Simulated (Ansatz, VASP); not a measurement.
**Two plane-wave programs on Au3C**

Contents of INCAR:

```
SYSTEM = Au3C
PREC = Accurate ; ENCUT = 520
EDIFF = 1E-7 ; ISMEAR = 0
SIGMA = 0.1 ; LREAL = .False.
LASPH = .True. ; NELM = 100
ALGO = Normal ; ISIF = 2
LWAVE = .False. ; LCHARG = .False.
LDIPOL = .True. ; IDIPOL = 3
DIPOL = 0.5 0.5 0.340 ; GGA = PE
NBANDS = 26
```

File KPOINTS:

```
regular mesh
0
Gamma
  9 9 1
  0 0 0
```

POSCAR

```
Au3C
1.0
    2.9402049748      0.0000000000      0.0000000000
   -1.4701024874      2.5462922005      0.0000000000
    0.0000000000      0.0000000000     21.8974947720
Au C
3 1
Direct
    0.6666666667      0.3333333333      0.1826692981
    0.3333333333      0.6666666667      0.2945190844
    0.0000000000      0.0000000000      0.4063247812
    0.2222222222     -0.2222222222      0.4771091342
```

Input for Ansatz:

```yaml
crystal:
  lattice:
    - [2.9402049748, 0.0, 0.0]
    - [-1.4701024874, 2.5462922005, 0.0]
    - [0.0, 0.0, 21.897494772]
  atoms:
    - { symbol: Au, position: [0.6666666667, 0.3333333333, 0.1826692981] }
    - { symbol: Au, position: [0.3333333333, 0.6666666667, 0.2945190844] }
    - { symbol: Au, position: [0.0, 0.0, 0.4063247812] }
    - { symbol: C, position: [0.2222222222, -0.2222222222, 0.4771091342] }
basis:
  ecutwfc: 420
kpoints:
  mp_grid: { grid: [9, 9, 1] }
hamiltonian:
  xc: pbe
scf:
  occupations: { method: gaussian, width: 0.1 }
output:
  forces: true
  eigenvalues: true
efield:
  axis: 3
  dipole_correction: true
  ramp_width: 0.04
```

Alike in both runs: task single point; functional PBE; k mesh 9 × 9 × 1; occupations gaussian, width 0.1 eV; no spin polarisation.

|  | VASP | Ansatz |
| --- | --- | --- |
| version | VASP 6.6.1 | Ansatz 0.2.0 |
| potentials or method | VASP PAW PBE potentials, release 64 (Au, C), cutoff 520 eV | scalar-relativistic, plane waves, PAW |
| valence electrons in the cell | 37 | 61 |

Ansatz gave:

```
gap on the k mesh at the Fermi level (eV) : none
rms of the force components (eV/Å)        : 0.582
```

Question: Which values does VASP return?

Answer: gap on the k mesh at the Fermi level (eV): none; rms of the force components (eV/Å): 0.606.

Atom by atom the forces differ by 0.030 eV/Å (rms over components). A gap of «none» marks a metal or a gap that the smearing closes. With one functional, cell and mesh, what is left measures potentials, basis and numerics. VASP's potentials hold 37 valence electrons a cell and Ansatz's 61, so a difference there can come from the potentials and not from the codes.

Spin-orbit coupling is off throughout.
